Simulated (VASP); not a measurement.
Set up this calculation in VASP 6.6.1, as the native input.

- Task: single point
- Functional: r2SCAN
- Potentials or basis: VASP PAW PBE potentials, release 64 (Na_pv, Cl)
- Cutoff: 520 eV
- k mesh: 8 × 8 × 8
- Occupations: gaussian, width 0.01 eV
- Spin: no spin polarisation
- Dipole correction: no
- Further INCAR settings: ALGO = Normal; EDIFF = 1e-06; NBANDS = 14

NaCl:

```xyz
2
Lattice="0.0000 3.2135 2.8254 3.2135 0.0000 2.8254 3.2135 3.2135 0.0000" Properties=species:S:1:pos:R:3 pbc="T T T"
Na    0.0000    0.0000    0.0000
Cl    1.6068    1.6068    1.4127
```

This cell differs from its parent crystal: epitaxial xy strain +4.1%.

One way to write it, as run:

POSCAR

```
NaCl
1.0
    0.0000000000      3.2135422348      2.8254229460
    3.2135422348      0.0000000000      2.8254229460
    3.2135422348      3.2135422348      0.0000000000
Na Cl
1 1
Direct
    0.0000000000      0.0000000000      0.0000000000
    0.2500000000      0.2500000000      0.2500000000
```

INCAR.step1

```
SYSTEM = NaCl
PREC     = Accurate       ! precision mode
ENCUT    = 520            ! plane-wave cutoff, eV
ISMEAR   = 0              ! smearing method
SIGMA    = 0.01           ! smearing width, eV
LREAL    = .FALSE.        ! projectors in reciprocal space
LASPH    = .TRUE.         ! aspherical terms in the spheres
NELM     = 100            ! most SCF steps
NBANDS   = 14             ! bands
GGA      = PE             ! functional
ALGO     = Normal         ! electronic algorithm
EDIFF    = 1E-4           ! SCF threshold, eV
LWAVE    = .TRUE.         ! write WAVECAR
LCHARG   = .FALSE.        ! write CHGCAR
```

INCAR.step2

```
SYSTEM = NaCl
PREC     = Accurate       ! precision mode
ENCUT    = 520            ! plane-wave cutoff, eV
EDIFF    = 1E-6           ! SCF threshold, eV
ISMEAR   = 0              ! smearing method
SIGMA    = 0.01           ! smearing width, eV
LREAL    = .FALSE.        ! projectors in reciprocal space
LASPH    = .TRUE.         ! aspherical terms in the spheres
NELM     = 100            ! most SCF steps
ALGO     = Normal         ! electronic algorithm
ISIF     = 2              ! what is computed and relaxed
LWAVE    = .FALSE.        ! write WAVECAR
LCHARG   = .FALSE.        ! write CHGCAR
METAGGA  = R2SCAN         ! meta-GGA
LMIXTAU  = .TRUE.       
NBANDS   = 14             ! bands
ISTART   = 1
```

KPOINTS

```
regular mesh
0
G
  8 8 8
  0 0 0
```

Potentials or basis: VASP PAW PBE potentials, release 64 (Na_pv, Cl).

Launch:

```bash
$ cat potpaw_PBE.64/Na_pv/POTCAR potpaw_PBE.64/Cl/POTCAR > POTCAR
$ cp INCAR.step1 INCAR
$ mpirun -np 1 vasp_std > vasp.out
$ cp INCAR.step2 INCAR
$ mpirun -np 1 vasp_std > vasp.out
```

It gave:

- Pressure: -0.1 GPa
- Band gap on the k mesh: 5.50 eV

Caveat: the cell differs from its parent crystal (epitaxial xy strain +4.1%); the structure was generated, so it needn't be the stable form of NaCl; the PAW data sets were made with another functional, which shifts forces and pressure a little.

Wall time 3.3 min on 1 thread of AMD EPYC 7R43 64-Core Processor (Zen 3) (shared host), peak memory 0.17 GiB.
